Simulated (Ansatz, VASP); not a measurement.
**One calculation of PbSe, two programs**

File POSCAR:

```
PbSe
1.0
    0.0000000000      3.0606500000      3.0606500000
    3.0606500000      0.0000000000      3.0606500000
    3.0606500000      3.0606500000      0.0000000000
Pb Se
1 1
Direct
    0.0000000000      0.0000000000      0.0000000000
    0.5000000000      0.5000000000      0.5000000000
```

Contents of INCAR.step1:

```
SYSTEM = PbSe
PREC     = Accurate       ! precision mode
ENCUT    = 550            ! plane-wave cutoff, eV
ISMEAR   = 0              ! smearing method
SIGMA    = 0.01           ! smearing width, eV
LREAL    = .FALSE.        ! projectors in reciprocal space
LASPH    = .TRUE.         ! aspherical terms in the spheres
NELM     = 120            ! most SCF steps
GGA      = PE             ! functional
ALGO     = Normal         ! electronic algorithm
EDIFF    = 1E-5           ! SCF threshold, eV
LWAVE    = .TRUE.         ! write WAVECAR
LCHARG   = .FALSE.        ! write CHGCAR
GGA_COMPAT= .FALSE.      
IBRION   = 2              ! ionic algorithm
ISIF     = 3              ! what is computed and relaxed
EDIFFG   = -0.005         ! ionic threshold
NELMIN   = 4            
NSW      = 100            ! ionic steps
```

INCAR.step2

```
SYSTEM = PbSe
PREC     = Accurate       ! precision mode
ENCUT    = 550            ! plane-wave cutoff, eV
EDIFF    = 1E-7           ! SCF threshold, eV
ISMEAR   = 0              ! smearing method
SIGMA    = 0.01           ! smearing width, eV
LREAL    = .FALSE.        ! projectors in reciprocal space
LASPH    = .TRUE.         ! aspherical terms in the spheres
NELM     = 120            ! most SCF steps
ALGO     = Normal         ! electronic algorithm
ISIF     = 3              ! what is computed and relaxed
LWAVE    = .FALSE.        ! write WAVECAR
LCHARG   = .FALSE.        ! write CHGCAR
METAGGA  = R2SCAN         ! meta-GGA
LMIXTAU  = .TRUE.       
IVDW     = 13             ! dispersion correction
VDW_S6   = 1.0          
VDW_S8   = 0.6018749    
VDW_A1   = 0.51559235   
VDW_A2   = 5.77342911   
IBRION   = 2              ! ionic algorithm
NSW      = 80             ! ionic steps
EDIFFG   = -0.01          ! ionic threshold
ISTART   = 1            
GGA_COMPAT= .FALSE.      
NELMIN   = 4
```

Contents of KPOINTS:

```
regular mesh
0
G
  6 6 6
  0 0 0
```

Input for Ansatz:

```yaml
crystal:
  lattice:
    - [0.0, 3.06065, 3.06065]
    - [3.06065, 0.0, 3.06065]
    - [3.06065, 3.06065, 0.0]
  atoms:
    - { symbol: Pb, position: [0.0, 0.0, 0.0] }
    - { symbol: Se, position: [0.5, 0.5, 0.5] }
basis:
  ecutwfc: 510.0
kpoints:
  mp_grid:
    grid: [6, 6, 6]
hamiltonian:
  xc: r2scan
  dispersion: d4
scf:
  occupations:
    method: fixed
relax:
  f_tol: 0.01
  cell: {}
```

Alike in both runs: task relaxation of cell and atoms; functional r2SCAN; dispersion D4; k mesh 6 × 6 × 6; no spin polarisation.

|  | VASP | Ansatz |
| --- | --- | --- |
| version | VASP 6.6.1 | Ansatz 0.2.0 |
| potentials or method | VASP PAW PBE potentials, release 64 (Pb_d, Se), cutoff 550 eV | plane waves, PAW |
| occupations | gaussian, width 0.01 eV | fixed |
| valence electrons in the cell | 20 | 30 |

```tsv
	VASP	Ansatz	Ansatz less VASP
relaxed volume (Å³/atom)	29.10	29.10	+0.005
relaxed cell length with the largest relative difference (Å)	4.350	4.350	+0.0002
```

VASP's potentials were made for PBE, not for r2SCAN. VASP's potentials hold 20 valence electrons a cell and Ansatz's 30, so a difference there can come from the potentials and not from the codes.

Neither program's run includes spin-orbit coupling.
